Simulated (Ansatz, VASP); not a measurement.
## Sr in VASP and in Ansatz

```
Sr
1.0
     0.00000    2.93813    2.93813
     2.93813    0.00000    2.93813
     2.93813    2.93813    0.00000
Sr
1
Direct
  0.00000 0.00000 0.00000
```

Alike in both runs: task single point; functional revPBE; k mesh 15 × 15 × 15; occupations fermi-dirac, width 0.1 eV; no spin polarisation.

|  | VASP | Ansatz |
| --- | --- | --- |
| version | VASP 6.6.1 | Ansatz 0.2.0 |
| potentials or method | VASP PAW PBE potentials, release 64 (Sr_sv), cutoff 520 eV | plane waves (420 eV) with PAW, scalar-relativistic |
| valence electrons in the cell | 10 | 10 |

|  | VASP | Ansatz | Ansatz less VASP |
| --- | --- | --- | --- |
| pressure (GPa) | 1.7 | 1.7 | -0.01 |

VASP's potentials were made for PBE, not for revPBE. The functional is the same, so the differences come from potentials, cutoffs and numerics.
